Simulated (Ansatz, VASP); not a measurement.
ScS4: VASP beside Ansatz

```
Sc S
1.0
     3.43281   -3.97886    0.00000
     3.43281    3.97886    0.00000
     0.00000    0.00000    3.60169
Sc S
1 4
Direct
  0.00000 0.00000 0.00000
  0.72971 0.72971 0.50000
  0.27029 0.27029 0.50000
  0.68187 0.31813 0.00000
  0.31813 0.68187 0.00000
```

Change from the starting cell: species swapped into the OsCl4 type (Cmmm, No. 65).

Alike in both runs: task relaxation of cell and atoms; functional PBE; k mesh 8 × 8 × 10; occupations gaussian, width 0.1 eV; no spin polarisation.

|  | VASP | Ansatz |
| --- | --- | --- |
| version | VASP 6.6.1 | Ansatz 0.2.0 |
| potentials or method | VASP PAW PBE potentials, release 64 (Sc_sv, S), cutoff 600 eV | scalar-relativistic, plane waves, PAW |
| valence electrons in the cell | 35 | 35 |

Ansatz gave:

| Item | Value |
| --- | --- |
| gap on the k mesh at the Fermi level, each at its own relaxed structure (eV) | none |
| relaxed volume (Å³/atom) | 19.66 |
| relaxed cell length with the largest relative difference (Å) | 5.253 |

**Question.** Estimate VASP's values.

**Answer.** gap on the k mesh at the Fermi level, each at its own relaxed structure (eV): none; relaxed volume (Å³/atom): 19.69; relaxed cell length with the largest relative difference (Å): 5.257.

A gap of «none» marks a metal or a gap that the smearing closes.
